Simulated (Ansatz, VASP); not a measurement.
# One calculation of Ta2N, two programs

```xyz
3
Lattice="3.0493 0.0000 0.0000 -1.5247 2.6408 0.0000 0.0000 0.0000 4.7704" Properties=species:S:1:pos:R:3 pbc="T T T"
Ta    0.0000    1.7605    1.2151
Ta    1.5247    0.8803    3.5553
N     0.0000    0.0000    0.0000
```

Alike in both runs: task single point; functional PBEsol; k mesh 10 × 10 × 6; occupations gaussian, width 0.1 eV; no spin polarisation; Hubbard terms Ta d U = 2.0 eV.

|  | VASP | Ansatz |
| --- | --- | --- |
| version | VASP 6.6.1 | Ansatz 0.2.0 |
| potentials or method | VASP PAW PBE potentials, release 64 (Ta_sv_GW, N) | Ansatz PAW polarizable |
| plane-wave cutoff (eV) | 700 | 420 |
| valence electrons in the cell | 31 | 31 |

```csv
,VASP,Ansatz,Ansatz less VASP
gap on the k mesh at the Fermi level (eV),none,none,-
pressure (GPa),16.2,5.0,-11.13
"traceless stress, the component that is largest in VASP (GPa)",2.20,0.67,-1.529
rms of the force components (eV/Å),0.190,0.017,-0.1728
```

VASP's potentials were made for PBE, not for PBEsol. The programs project onto different local orbitals, so the same U acts differently, and such runs can settle in different states. Atom by atom the forces differ by 0.173 eV/Å (rms over components). A gap of «none» marks a metal or a gap that the smearing closes.

Spin-orbit coupling is off throughout.
